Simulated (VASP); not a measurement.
# ZnS7 (P2) in VASP: single point with PBE

Aim: the single point of ZnS7 with PBE.

Program: VASP 6.6.1. These are calculated values, not measurements. Logs are shortened: lines on timing, memory, paths and dates and some standing lists are left out, and cuts for length are marked.

## 1. The cell of the first run

Symmetry: P2, No. 3, monoclinic system. Conventional cell: a = 4.548 Å, b = 5.536 Å, c = 11.504 Å, α = 90.00°, β = 95.90°, γ = 90.00°. Within 2.9 Å of Zn (site symmetry 2) lie 2 S at 2.19 Å. Within 2.7 Å of S (site symmetry 1) lie 2 S at 2.05 to 2.09 Å. S (site symmetry 1) has 2 S at 2.05 to 2.08 Å within 2.7 Å. Within 2.8 Å of S (site symmetry 1) lie 1 S at 2.09 Å and 1 Zn at 2.19 Å. Within 2.8 Å of S (site symmetry 2) lie 2 S at 2.08 Å.

## 2. Single point, PBE (36.02 Å³/atom)

File INCAR:

```
ALGO = Normal ; EDIFF = 1E-7
ENCUT = 520 ; GGA = PE
ISIF = 2 ; ISMEAR = 0
LASPH = T ; LCHARG = F
LREAL = F ; LWAVE = F
NBANDS = 37 ; NELM = 80
PREC = Accurate ; SIGMA = 0.02
```

File KPOINTS:

```
k-points
0
Gamma
  6 6 4
```

File POSCAR:

```
ZnS7
1.0
    4.5481672330      0.0000000000      0.0414305311
    0.0000000000      5.5360626810      0.0000000000
   -1.2861907562      0.0000000000     11.4314196384
Zn S
1 7
Direct
    0.0000000000      0.7731380692      0.0000000000
    0.8829559417      0.5486293932      0.2646594246
    0.1946163241      0.7112986350      0.3804210215
    0.7061811392      0.7968123115      0.1389160721
    0.1170440583      0.5486293932      0.7353405754
    0.8053836759      0.7112986350      0.6195789785
    0.2938188608      0.7968123115      0.8610839279
    0.0000000000      0.9253812514      0.5000000000
```

Potentials or basis: VASP PAW PBE potentials, release 64 (Zn, S).

Command:

```
$ cat potpaw_PBE.64/Zn/POTCAR potpaw_PBE.64/S/POTCAR > POTCAR
$ mpirun -np 1 vasp_std > vasp.out
```

OUTCAR:

```text
EDIFF = 1E-7
   ENCUT = 520
   GGA = PE
   ISIF = 2
   ISMEAR = 0
   LASPH = T
   LREAL = F
   NELM = 80
   PREC = Accurate

 ion  position               nearest neighbor table
   1  0.000  0.773  0.000-   4 2.19   7 2.19
   2  0.883  0.549  0.265-   3 2.05   4 2.09
   3  0.195  0.711  0.380-   2 2.05   8 2.08
   4  0.706  0.797  0.139-   2 2.09   1 2.19
   5  0.117  0.549  0.735-   6 2.05   7 2.09
   6  0.805  0.711  0.620-   5 2.05   8 2.08
   7  0.294  0.797  0.861-   5 2.09   1 2.19
   8  0.000  0.925  0.500-   3 2.08   6 2.08

  LATTYP: Found a simple monoclinic cell.
 ALAT       =     4.5483559303
 B/A-ratio  =     1.2171568729
 C/A-ratio  =     2.5291664206
 COS(beta)  =    -0.1027517420

  Lattice vectors:

 A1 = (   4.5481672330,   0.0000000000,   0.0414305311)
 A2 = (   0.0000000000,   5.5360626810,   0.0000000000)
 A3 = (  -1.2861907562,   0.0000000000,  11.4314196384)

Analysis of symmetry for initial positions (statically):
=====================================================================
 Subroutine PRICEL returns:
 Original cell was already a primitive cell.

 Routine SETGRP: Setting up the symmetry group for a
 simple monoclinic supercell.

 Subroutine GETGRP returns: Found  2 space group operations
 (whereof  2 operations were pure point group operations)
 out of a pool of  4 trial point group operations.

The static configuration has the point symmetry C_2 .

Analysis of symmetry for dynamics (positions and initial velocities):
=====================================================================
 Subroutine PRICEL returns:
 Original cell was already a primitive cell.

 Routine SETGRP: Setting up the symmetry group for a
 simple monoclinic supercell.

 Subroutine GETGRP returns: Found  2 space group operations
 (whereof  2 operations were pure point group operations)
 out of a pool of  4 trial point group operations.

The dynamic configuration has the point symmetry C_2 .

 Subroutine INISYM returns: Found  2 space group operations
 (whereof  2 operations are pure point group operations),
 and found     1 'primitive' translations

----------------------------------------------------------------------------------------

                                     Primitive cell
[... 100 lines left out ...]
   LASPH  =      T    aspherical Exc in radial PAW
   ENCUT  =  520.0 eV  38.22 Ry    6.18 a.u.   8.46 10.29 21.39*2*pi/ulx,y,z
   NELM   =     80;   NELMIN=  2; NELMDL= -5     # of ELM steps
   EDIFF  = 0.1E-06   stopping-criterion for ELM
   LREAL  =      F    real-space projection
   EDIFFG = 0.1E-05   stopping-criterion for IOM
   NSW    =      0    number of steps for IOM
   IBRION =     -1    ionic relax: 0-MD 1-quasi-New 2-CG
   NFREE  =      0    steps in history (QN), initial steepest desc. (CG)
   ISIF   =      2    stress and relaxation
   ISYM   =      2    0-nonsym 1-usesym 2-fastsym
   POTIM  = 0.5000    time-step for ionic-motion
   TEBEG  =    0.0;   TEEND  =   0.0 temperature during run
   PSTRESS=    0.0 pullay stress
   NELECT =      54.0000    total number of electrons
   NUPDOWN=      -1.0000    fix difference up-down
   EMIN   =  10.00;   EMAX   =-10.00  energy-range for DOS
   EFERMI =   0.00;   METHOD = LEGACY
   ISMEAR =     0;   SIGMA  =   0.02  broadening in eV -4-tet -1-fermi 0-gaus
   EFERMI_NEDOS =   21; number of points for ismear=-14 and -15
   IALGO  =     38    algorithm
   IMIX   =      4    mixing-type and parameters
     AMIX     =   0.40;   BMIX     =  1.00
     AMIX_MAG =   1.60;   BMIX_MAG =  1.00
  volume/ion in A,a.u.               =      36.02       243.05
  Fermi-wavevector in a.u.,A,eV,Ry     =   0.936868  1.770425 11.942138  0.877722
  Thomas-Fermi vector in A             =   2.063922
   LORBIT       =      0    0 simple, 1 ext, 2 COOP (PROOUT), +10 PAW based schemes
   GGA     = PE    functional components
   LHFCALC =     F    Hartree Fock is set to
   AEXX    =    0.0000 exact exchange contribution
   IVDW    =     0    specifies the selected vdW correction
   LEPSILON=     F    determine dielectric tensor
   LRPA    =     F    only Hartree local field effects (RPA)
 non-spin polarized calculation
 Gauss-broadening in eV      SIGMA  =   0.02
  energy-cutoff  :      520.00
  volume of cell :      288.13
 maximum number of plane-waves:      7795
 NGX is ok and might be reduce to    36
   NGX = 17   NGY = 21   NGZ = 43

 number of electron      54.0000009 magnetization

 Free energy of the ion-electron system (eV)
  ---------------------------------------------------
  ext. energy  EPLUGINS =         0.00000000
  ---------------------------------------------------
  free energy    TOTEN  =       -30.22860759 eV

  energy without entropy =      -30.22860759  energy(sigma->0) =      -30.22860759

 E-fermi :  -0.3441     XC(G=0):  -6.6301

 val. band max:       -0.4766252887   @ k =   0.0000   0.5000   0.0000
 cond. band min:       1.4187474760   @ k =   0.0000   0.0000   0.0000
 fundamental gap:      1.8953727647
 Fermi energy:        -0.3440817461

 k-point     1 :       0.0000    0.0000    0.0000
  band No.  band energies     occupation
      1     -16.2973      2.00000
      2     -15.6453      2.00000
      3     -14.5878      2.00000
      4     -13.1901      2.00000
      5     -12.2041      2.00000
      6     -10.3968      2.00000
[... 949 lines left out ...]
     36       4.7908      0.00000
     37       5.5622      0.00000

 [... further k-points ...]
[... 5 lines left out ...]
  --------------------------------------------------------------------------------------
  -------------------------------------------------------------------------------------
  Total       -0.3479279     -0.4316893     -0.6484413      0.0000000      0.0000000     -0.1768879
  in kB       -1.9347169     -2.4004871     -3.6057760      0.0000000      0.0000000     -0.9836174
  external PRESSURE =      -2.6469933 kB  Pullay stress =       0.0000000 kB

 VOLUME and BASIS-vectors are now :
 -----------------------------------------------------------------------------
  energy-cutoff  :      520.00
  volume of cell :      288.13
      direct lattice vectors                 reciprocal lattice vectors
     4.548167233  0.000000000  0.041430531     0.219643667  0.000000000  0.024712911
     0.000000000  5.536062681  0.000000000     0.000000000  0.180633793  0.000000000
    -1.286190756  0.000000000 11.431419638    -0.000796048  0.000000000  0.087388633

 POSITION                                       TOTAL-FORCE (eV/Angst)
 -----------------------------------------------------------------------------------
      0.00000      4.28014      0.00000        -0.000000     -0.004522     -0.000000
      3.67543      3.03725      3.06201         0.032829      0.098089      0.000714
      0.39585      3.93779      4.35682        -0.109803      0.008334     -0.003839
      3.03316      4.41120      1.61727         0.011911     -0.054207      0.096010
     -0.41345      3.03725      8.41084        -0.032829      0.098089     -0.000714
      2.86612      3.93779      7.11603         0.109803      0.008334      0.003839
      0.22882      4.41120      9.85558        -0.011911     -0.054207     -0.096010
     -0.64310      5.12297      5.71571        -0.000000     -0.099908     -0.000000
 -----------------------------------------------------------------------------------
    total drift:                                0.000000      0.000313     -0.000004

  FREE ENERGIE OF THE ION-ELECTRON SYSTEM (eV)
  ---------------------------------------------------
  free  energy   TOTEN  =       -30.2286075890 eV

  energy  without entropy=      -30.2286075890  energy(sigma->0) =      -30.22860759
```

OSZICAR:

```text
N       E                     dE             d eps       ncg     rms          rms(c)
DAV:   1     0.381007622046E+03    0.38101E+03   -0.21717E+04  4144   0.125E+03
DAV:   2     0.154953638818E+02   -0.36551E+03   -0.35269E+03  5199   0.262E+02
DAV:   3    -0.300090748999E+02   -0.45504E+02   -0.45183E+02  5187   0.999E+01
DAV:   4    -0.311419171843E+02   -0.11328E+01   -0.11277E+01  5082   0.178E+01
DAV:   5    -0.311716516461E+02   -0.29734E-01   -0.29726E-01  5160   0.284E+00    0.264E+01
DAV:   6    -0.303516086283E+02    0.82004E+00   -0.14534E+00  5765   0.327E+01    0.163E+01
DAV:   7    -0.302477364890E+02    0.10387E+00   -0.13658E+00  4910   0.564E+00    0.184E+00
DAV:   8    -0.302291742044E+02    0.18562E-01   -0.90479E-02  5037   0.170E+00    0.107E+00
DAV:   9    -0.302278557388E+02    0.13185E-02   -0.29054E-02  4913   0.764E-01    0.229E-01
DAV:  10    -0.302281597156E+02   -0.30398E-03   -0.14082E-03  4893   0.215E-01    0.149E-01
DAV:  11    -0.302285468678E+02   -0.38715E-03   -0.69588E-04  4489   0.191E-01    0.418E-02
DAV:  12    -0.302285956145E+02   -0.48747E-04   -0.12391E-04  5083   0.107E-01    0.272E-02
DAV:  13    -0.302286079548E+02   -0.12340E-04   -0.10780E-04  4543   0.932E-02    0.102E-02
DAV:  14    -0.302286078876E+02    0.67148E-07   -0.22733E-05  5120   0.346E-02    0.837E-03
DAV:  15    -0.302286075103E+02    0.37727E-06   -0.19697E-06  4628   0.839E-03    0.488E-03
DAV:  16    -0.302286075890E+02   -0.78698E-07   -0.68772E-07  4672   0.445E-03
   1 F= -.30228608E+02 E0= -.30228608E+02  d E =-.661285E-23
```

It took 9.5 min on 1 thread of Intel Xeon Platinum 8259CL at 2.50GHz (Skylake/Cascade Lake), shared host; peak memory 0.66 GiB.

Results:

- Free energy: -30.2286 eV
- Pressure: -0.3 GPa
- Largest force: 0.111 eV/Å
- Band gap on the k mesh: 1.90 eV (least direct gap 1.93 eV)

Forces in eV/Å, atoms in the order of the input:
```
Zn   0.000 -0.005  0.000
S    0.033  0.098  0.001
S   -0.110  0.008 -0.004
S    0.012 -0.054  0.096
S   -0.033  0.098 -0.001
S    0.110  0.008  0.004
S   -0.012 -0.054 -0.096
S    0.000 -0.100  0.000
```

Levels at points of the mesh, in eV from the valence-band top:
```
           k point  band 23  band 24  band 25  band 26  band 27  band 28  band 29  band 30  band 31  band 32
(0.00, 0.00, 0.00)    -1.35    -1.35    -0.86    -0.64    -0.03     1.90     2.63     3.02     3.15     3.37
(0.50, 0.00, 0.00)    -1.20    -0.92    -0.84    -0.66    -0.14     2.43     2.90     3.23     3.54     3.80
(0.00, 0.50, 0.00)    -1.29    -1.22    -0.74    -0.62     0.00     2.07     2.67     3.09     3.41     3.50
(0.50, 0.50, 0.00)    -1.22    -0.86    -0.66    -0.56    -0.22     2.38     3.18     3.49     3.55     3.68
(0.00, 0.00, 0.50)    -1.20    -0.91    -0.87    -0.67    -0.38     2.36     2.44     2.91     3.05     3.33
(0.50, 0.00, 0.50)    -1.44    -1.24    -0.55    -0.43    -0.31     2.39     3.07     3.49     3.52     3.65
(0.00, 0.50, 0.50)    -1.06    -0.92    -0.87    -0.58    -0.36     2.46     2.73     2.96     3.06     3.60
(0.50, 0.50, 0.50)    -1.39    -1.14    -0.48    -0.36    -0.34     2.49     3.29     3.40     3.52     3.65
```

A k mesh can miss the band edges.
